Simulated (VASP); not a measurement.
# InGaPb3 (Pm-3m) in VASP: notebook

Runs on InGaPb3. Level: PBE. Tasks: relaxation of cell and atoms, single point.

Program: VASP 6.6.1. These are calculated values, not measurements. Logs are shortened: lines on timing, memory, paths and dates and some standing lists are left out, and cuts for length are marked.

## 1. The cell of the first run

The structure is cubic, space group Pm-3m (No. 221). Conventional cell: a = 4.949 Å, b = 4.949 Å, c = 4.949 Å, α = 90.00°, β = 90.00°, γ = 90.00°. In (site symmetry m-3m) has 6 Pb at 2.47 Å within 3.3 Å. Ga (site symmetry m-3m) has 12 Pb at 3.50 Å and 8 In at 4.29 Å within 4.6 Å. Pb (site symmetry 4/mmm) has 2 In at 2.47 Å within 3.3 Å.

The cell was generated, and may not be a known phase.

## 2. Relaxation of cell and atoms, PBE

The input, INCAR:

```
SYSTEM = InGaPb3
ALGO = Normal
EDIFF = 1E-7
EDIFFG = -0.04
ENCUT = 600
GGA = PE
IBRION = 2
ISIF = 3
ISMEAR = 0
LASPH = .TRUE.
LCHARG = .FALSE.
LREAL = .FALSE.
LWAVE = .FALSE.
NELM = 60
NSW = 90
PREC = Accurate
SIGMA = 0.1
```

The input, KPOINTS:

```
k-points
0
G
  4 4 4
  0 0 0
```

The input, POSCAR:

```
InGaPb3
1.0
    4.9490386200      0.0000000000      0.0000000000
    0.0000000000      4.9490386200      0.0000000000
    0.0000000000      0.0000000000      4.9490386200
In Ga Pb
1 1 3
Direct
    0.5000000000      0.5000000000      0.5000000000
    0.0000000000      0.0000000000      0.0000000000
    0.0000000000      0.5000000000      0.5000000000
    0.5000000000      0.0000000000      0.5000000000
    0.5000000000      0.5000000000      0.0000000000
```

Potentials or basis: VASP PAW PBE potentials, release 64 (In_d, Ga_d, Pb_d).

Launch:

```
$ cat potpaw_PBE.64/In_d/POTCAR potpaw_PBE.64/Ga_d/POTCAR potpaw_PBE.64/Pb_d/POTCAR > POTCAR
$ mpirun -np 1 vasp_std > vasp.out
```

OUTCAR:

```text
SYSTEM = InGaPb3
   EDIFF = 1E-7
   EDIFFG = -0.04
   ENCUT = 600
   GGA = PE
   IBRION = 2
   ISIF = 3
   ISMEAR = 0
   LASPH = .TRUE.
   LREAL = .FALSE.
   NELM = 60
   NSW = 90
   PREC = Accurate

 ion  position               nearest neighbor table
   1  0.500  0.500  0.500-   3 2.47   4 2.47   5 2.47   5 2.47   4 2.47   3 2.47
   2  0.000  0.000  0.000-   3 3.50   4 3.50   5 3.50   3 3.50   4 3.50   3 3.50   5 3.50   3 3.50
                             4 3.50   5 3.50   4 3.50   5 3.50
   3  0.000  0.500  0.500-   1 2.47   1 2.47   4 3.50   5 3.50   2 3.50   5 3.50   2 3.50   4 3.50
                             2 3.50   2 3.50   4 3.50   5 3.50   5 3.50   4 3.50
   4  0.500  0.000  0.500-   1 2.47   1 2.47   3 3.50   5 3.50   2 3.50   5 3.50   2 3.50   3 3.50
                             5 3.50   5 3.50   2 3.50   3 3.50   2 3.50   3 3.50
   5  0.500  0.500  0.000-   1 2.47   1 2.47   3 3.50   4 3.50   2 3.50   3 3.50   4 3.50   2 3.50
                             4 3.50   4 3.50   2 3.50   3 3.50   3 3.50   2 3.50

  LATTYP: Found a simple cubic cell.
 ALAT       =     4.9490386200

  Lattice vectors:

 A1 = (   4.9490386200,   0.0000000000,   0.0000000000)
 A2 = (   0.0000000000,   4.9490386200,   0.0000000000)
 A3 = (   0.0000000000,   0.0000000000,   4.9490386200)

Analysis of symmetry for initial positions (statically):
=====================================================================
 Subroutine PRICEL returns:
 Original cell was already a primitive cell.

 Routine SETGRP: Setting up the symmetry group for a
 simple cubic supercell.

 Subroutine GETGRP returns: Found 48 space group operations
 (whereof 48 operations were pure point group operations)
 out of a pool of 48 trial point group operations.

The static configuration has the point symmetry O_h .

Analysis of symmetry for dynamics (positions and initial velocities):
=====================================================================
 Subroutine PRICEL returns:
 Original cell was already a primitive cell.

 Routine SETGRP: Setting up the symmetry group for a
 simple cubic supercell.

 Subroutine GETGRP returns: Found 48 space group operations
 (whereof 48 operations were pure point group operations)
 out of a pool of 48 trial point group operations.

The dynamic configuration has the point symmetry O_h .

 Subroutine INISYM returns: Found 48 space group operations
 (whereof 48 operations are pure point group operations),
 and found     1 'primitive' translations

----------------------------------------------------------------------------------------

                                     Primitive cell

  volume of cell :     121.2167

  direct lattice vectors                    reciprocal lattice vectors
     4.949038620  0.000000000  0.000000000     0.202059446  0.000000000  0.000000000
     0.000000000  4.949038620  0.000000000     0.000000000  0.202059446  0.000000000
     0.000000000  0.000000000  4.949038620     0.000000000  0.000000000  0.202059446

  length of vectors
     4.949038620  4.949038620  4.949038620     0.202059446  0.202059446  0.202059446

  position of ions in fractional coordinates (direct lattice)
     0.500000000  0.500000000  0.500000000
     0.000000000  0.000000000  0.000000000
     0.000000000  0.500000000  0.500000000
     0.500000000  0.000000000  0.500000000
     0.500000000  0.500000000  0.000000000

  ion indices of the primitive-cell ions
   primitive index   ion index
                 1           1
                 2           2
                 3           3
                 4           4
                 5           5

----------------------------------------------------------------------------------------

 KPOINTS: k-points

Automatic generation of k-mesh.
 Grid dimensions read from file:
 generate k-points for:    4    4    4

 Generating k-lattice:

  Cartesian coordinates                     Fractional coordinates (reciprocal lattice)
     0.050514861  0.000000000  0.000000000     0.250000000  0.000000000  0.000000000
     0.000000000  0.050514861  0.000000000     0.000000000  0.250000000  0.000000000
     0.000000000  0.000000000  0.050514861     0.000000000  0.000000000  0.250000000

  Length of vectors
     0.050514861  0.050514861  0.050514861

  Shift w.r.t. Gamma in fractional coordinates (k-lattice)
     0.000000000  0.000000000  0.000000000

 Subroutine IBZKPT returns following result:
 ===========================================

 Found     10 irreducible k-points:

 Following reciprocal coordinates:
            Coordinates               Weight
  0.000000  0.000000  0.000000      1.000000
  0.250000  0.000000  0.000000      6.000000
  0.500000  0.000000  0.000000      3.000000
  0.250000  0.250000  0.000000     12.000000
  0.500000  0.250000  0.000000     12.000000
  0.500000  0.500000  0.000000      3.000000
  0.250000  0.250000  0.250000      8.000000
  0.500000  0.250000  0.250000     12.000000
  0.500000  0.500000  0.250000      6.000000
  0.500000  0.500000  0.500000      1.000000
   k-points           NKPTS =     10   k-points in BZ     NKDIM =     10   number of bands    NBANDS=     40
   number of dos      NEDOS =    301   number of ions     NIONS =      5
   total plane-waves  NPLWV =  64000
   dimension x,y,z NGX =    40 NGY =   40 NGZ =   40
   dimension x,y,z NGXF=    80 NGYF=   80 NGZF=   80
   ions per type =               1   1   3
   NGX,Y,Z   is equivalent  to a cutoff of  13.44, 13.44, 13.44 a.u.
   NGXF,Y,Z  is equivalent  to a cutoff of  26.87, 26.87, 26.87 a.u.
 SYSTEM =  InGaPb3
   PREC   = accura    normal or accurate (medium, high low for compatibility)
   ISTART =      0    job   : 0-new  1-cont  2-samecut
   ICHARG =      2    charge: 1-file 2-atom 10-const
   ISPIN  =      1    spin polarized calculation?
   LNONCOLLINEAR =      F non collinear calculations
   LSORBIT =      F    spin-orbit coupling
   LASPH  =      T    aspherical Exc in radial PAW
   ENCUT  =  600.0 eV  44.10 Ry    6.64 a.u.   9.88  9.88  9.88*2*pi/ulx,y,z
   NELM   =     60;   NELMIN=  2; NELMDL= -5     # of ELM steps
   EDIFF  = 0.1E-06   stopping-criterion for ELM
   LREAL  =      F    real-space projection
   EDIFFG = -.4E-01   stopping-criterion for IOM
   NSW    =     90    number of steps for IOM
   IBRION =      2    ionic relax: 0-MD 1-quasi-New 2-CG
   NFREE  =      1    steps in history (QN), initial steepest desc. (CG)
   ISIF   =      3    stress and relaxation
   ISYM   =      2    0-nonsym 1-usesym 2-fastsym
   POTIM  = 0.5000    time-step for ionic-motion
   TEBEG  =    0.0;   TEEND  =   0.0 temperature during run
   PSTRESS=    0.0 pullay stress
   NELECT =      68.0000    total number of electrons
   NUPDOWN=      -1.0000    fix difference up-down
   EMIN   =  10.00;   EMAX   =-10.00  energy-range for DOS
   EFERMI =   0.00;   METHOD = LEGACY
   ISMEAR =     0;   SIGMA  =   0.10  broadening in eV -4-tet -1-fermi 0-gaus
   EFERMI_NEDOS =   21; number of points for ismear=-14 and -15
   IALGO  =     38    algorithm
   IMIX   =      4    mixing-type and parameters
     AMIX     =   0.40;   BMIX     =  1.00
     AMIX_MAG =   1.60;   BMIX_MAG =  1.00
  volume/ion in A,a.u.               =      24.24       163.60
  Fermi-wavevector in a.u.,A,eV,Ry     =   1.350176  2.551462 24.803073  1.822974
  Thomas-Fermi vector in A             =   2.477702
   LORBIT       =      0    0 simple, 1 ext, 2 COOP (PROOUT), +10 PAW based schemes
   GGA     = PE    functional components
   LHFCALC =     F    Hartree Fock is set to
   AEXX    =    0.0000 exact exchange contribution
   IVDW    =     0    specifies the selected vdW correction
   LEPSILON=     F    determine dielectric tensor
   LRPA    =     F    only Hartree local field effects (RPA)
 conjugate gradient relaxation of ions
 non-spin polarized calculation
 Gauss-broadening in eV      SIGMA  =   0.10
  energy-cutoff  :      600.00
  volume of cell :      121.22
 maximum number of plane-waves:      4076
 NGX is ok and might be reduce to    40
   NGX = 19   NGY = 19   NGZ = 19

--------------------------------------- Ionic step        1  -------------------------------------------

 number of electron      67.9999977 magnetization

 Free energy of the ion-electron system (eV)
  ---------------------------------------------------
  ext. energy  EPLUGINS =         0.00000000
  ---------------------------------------------------
  free energy    TOTEN  =        -7.64746428 eV

  energy without entropy =       -7.62231929  energy(sigma->0) =       -7.63489179

 E-fermi :   8.5043     XC(G=0): -10.7248

 val. band max:        8.4894395420   @ k =   0.2500   0.2500   0.2500
 cond. band min:       8.5043198784   @ k =   0.5000   0.5000   0.0000
 fundamental gap:      0.0148803364
 Fermi energy:         8.5042840486

 k-point     1 :       0.0000    0.0000    0.0000
  band No.  band energies     occupation
      1     -10.5297      2.00000
      2     -10.5297      2.00000
      3     -10.0283      2.00000
      4      -9.7748      2.00000
      5      -9.7748      2.00000
      6      -9.7748      2.00000
[... 558 lines left out ...]
 POSITION                                       TOTAL-FORCE (eV/Angst)
 -----------------------------------------------------------------------------------
      2.93801      2.93801      2.93801         0.000000      0.000000      0.000000
      0.00000      0.00000      0.00000        -0.000000      0.000000      0.000000
     -0.00000      2.93801      2.93801        -0.000000      0.000000      0.000000
      2.93801      0.00000      2.93801        -0.000000      0.000000      0.000000
      2.93801      2.93801     -0.00000        -0.000000      0.000000      0.000000
 -----------------------------------------------------------------------------------
    total drift:                               -0.000000      0.000000     -0.000000

  FREE ENERGIE OF THE ION-ELECTRON SYSTEM (eV)
  ---------------------------------------------------
  free  energy   TOTEN  =       -13.1754158651 eV

  energy  without entropy=      -13.1529318258  energy(sigma->0) =      -13.16417385

--------------------------------------- Ionic step        5  -------------------------------------------

 number of electron      67.9999964 magnetization

 Free energy of the ion-electron system (eV)
  ---------------------------------------------------
  ext. energy  EPLUGINS =         0.00000000
  ---------------------------------------------------
  free energy    TOTEN  =       -13.17723056 eV

  energy without entropy =      -13.15556423  energy(sigma->0) =      -13.16639739

 E-fermi :   3.6061     XC(G=0):  -8.4120

 val. band max:        3.5519756607   @ k =   0.5000   0.2500   0.0000
 cond. band min:       3.6410891167   @ k =   0.2500   0.2500   0.0000
 fundamental gap:      0.0891134560
 Fermi energy:         3.6061485949

 k-point     1 :       0.0000    0.0000    0.0000
  band No.  band energies     occupation
      1     -13.5512      2.00000
      2     -13.5512      2.00000
      3     -13.5416      2.00000
      4     -13.4597      2.00000
      5     -13.4597      2.00000
      6     -13.4597      2.00000
[... 441 lines left out ...]
 POSITION                                       TOTAL-FORCE (eV/Angst)
 -----------------------------------------------------------------------------------
      2.92758      2.92758      2.92758         0.000000      0.000000      0.000000
      0.00000      0.00000      0.00000        -0.000000      0.000000      0.000000
     -0.00000      2.92758      2.92758        -0.000000      0.000000      0.000000
      2.92758      0.00000      2.92758        -0.000000      0.000000      0.000000
      2.92758      2.92758     -0.00000         0.000000      0.000000      0.000000
 -----------------------------------------------------------------------------------
    total drift:                               -0.000000      0.000000     -0.000000

  FREE ENERGIE OF THE ION-ELECTRON SYSTEM (eV)
  ---------------------------------------------------
  free  energy   TOTEN  =       -13.1772305559 eV

  energy  without entropy=      -13.1555642336  energy(sigma->0) =      -13.16639739

 reached required accuracy - stopping structural energy minimisation
```

It took 3.9 min on 1 thread of AMD EPYC 7R43 (Zen 3), shared host; peak memory 0.24 GiB.

What came out:

* Free energy: -13.1772 eV
* Relaxed volume: 40.15 Å³/atom
* Relaxed cell: a = 5.855 Å, b = 5.855 Å, c = 5.855 Å, α = 90.00°, β = 90.00°, γ = 90.00°
* Space group after relaxing (to 0.1 Å): Pm-3m (No. 221)
* Energy gained by relaxing: 1106.0 meV/atom
* Ionic steps: 5
* Pressure after relaxing: 0.0 GPa
* Band gap on the k mesh: zero (bands 34 and 35 overlap by 2.85 eV)

Step by step:
```
step  energy change (eV)  largest force (eV/Å)  pressure (GPa)  volume (Å³)
   1              0.0000                0.0000           36.68       121.22
   2             -5.0105                0.0000           -3.03       246.97
   3             -5.5083                0.0000            0.95       192.99
   4             -5.5280                0.0000           -0.25       202.89
   5             -5.5298                0.0000           -0.02       200.73
```

Final structure:
```cif
data_structure
_symmetry_space_group_name_H-M 'P 1'
_symmetry_Int_Tables_number 1
_cell_length_a 5.8552
_cell_length_b 5.8552
_cell_length_c 5.8552
_cell_angle_alpha 90.000
_cell_angle_beta 90.000
_cell_angle_gamma 90.000
_cell_volume 200.73
loop_
_atom_site_label
_atom_site_type_symbol
_atom_site_fract_x
_atom_site_fract_y
_atom_site_fract_z
_atom_site_occupancy
In1 In 0.50000 0.50000 0.50000 1
Ga1 Ga 0.00000 0.00000 0.00000 1
Pb1 Pb 0.00000 0.50000 0.50000 1
Pb2 Pb 0.50000 0.00000 0.50000 1
Pb3 Pb 0.50000 0.50000 0.00000 1
```

Levels at points of the mesh, in eV from the Fermi level:
```csv
k point,band 30,band 31,band 32,band 33,band 34,band 35,band 36,band 37,band 38,band 39
"(0.00, 0.00, 0.00)",-2.94,-2.94,-2.94,-1.67,0.64,0.64,0.64,1.30,1.30,1.30
"(0.50, 0.00, 0.00)",-3.43,-2.50,-2.50,-0.33,-0.33,0.35,0.44,1.14,1.54,1.54
"(0.50, 0.50, 0.00)",-4.74,-2.08,-0.84,-0.62,-0.62,0.32,0.32,1.21,2.35,2.65
"(0.50, 0.50, 0.50)",-5.06,-2.07,-2.07,-2.07,2.41,2.41,3.17,3.17,3.17,3.41
```

Caveat: the volume moved by over 15 % at a fixed basis, so the end points are rough; spin-orbit coupling is left out, which moves the levels of the heavy elements.

## 3. Single point, PBE

This run uses another cell than the first one, of 39.82 Å³/atom.

The input, INCAR:

```
SYSTEM = InGaPb3
PREC = Accurate
ENCUT = 520
EDIFF = 1E-7
ISMEAR = 0
SIGMA = 0.1
LREAL = .FALSE.
LASPH = .TRUE.
NELM = 100
ALGO = Fast
ISIF = 2
LWAVE = .FALSE.
LCHARG = .TRUE.
GGA = PE
LELF = .TRUE.
LVHAR = .TRUE.
NBANDS = 42
```

The input, KPOINTS:

```
Automatic mesh
0
G
  8 8 8
  0 0 0
```

POSCAR, as its differences from that of step 2:

```diff
@@ -2,5 +2,5 @@
 1.0
-    4.9490386200      0.0000000000      0.0000000000
-    0.0000000000      4.9490386200      0.0000000000
-    0.0000000000      0.0000000000      4.9490386200
+    5.8390909987      0.0000000000      0.0000000000
+    0.0000000000      5.8390909987      0.0000000000
+    0.0000000000      0.0000000000      5.8390909987
 In Ga Pb
```

Potentials or basis: VASP PAW PBE potentials, release 64 (In_d, Ga_d, Pb_d).

Launch:

```
$ cat potpaw_PBE.64/In_d/POTCAR potpaw_PBE.64/Ga_d/POTCAR potpaw_PBE.64/Pb_d/POTCAR > POTCAR
$ mpirun -np 1 vasp_std > vasp.out
```

Wall time 11 min (1 thread of AMD EPYC 7R43 (Zen 3), shared host); peak memory 0.45 GiB.

The run converged. Its results:

| Property | Result |
| --- | --- |
| Free energy | -13.3232 eV |
| Pressure | 0.0 GPa |
| Band gap on the k mesh | zero (bands 34 and 35 overlap by 2.85 eV) |

Levels at points of the mesh, in eV from the Fermi level:
```
           k point  band 31  band 32  band 33  band 34  band 35  band 36  band 37  band 38
(0.00, 0.00, 0.00)    -3.01    -3.01    -1.67     0.63     0.63     0.63     1.28     1.28
(0.50, 0.00, 0.00)    -2.57    -2.57    -0.35    -0.35     0.34     0.42     1.15     1.51
(0.50, 0.50, 0.00)    -2.14    -0.86    -0.64    -0.64     0.29     0.29     1.23     2.33
(0.50, 0.50, 0.50)    -2.11    -2.11    -2.11     2.39     2.39     3.17     3.17     3.17
```

Caveat: spin-orbit coupling is left out, which moves the levels of the heavy elements.

(Part 1 of 2 ends here.)

The gap in the log of VASP goes by the Fermi energy; the results here count the filled bands.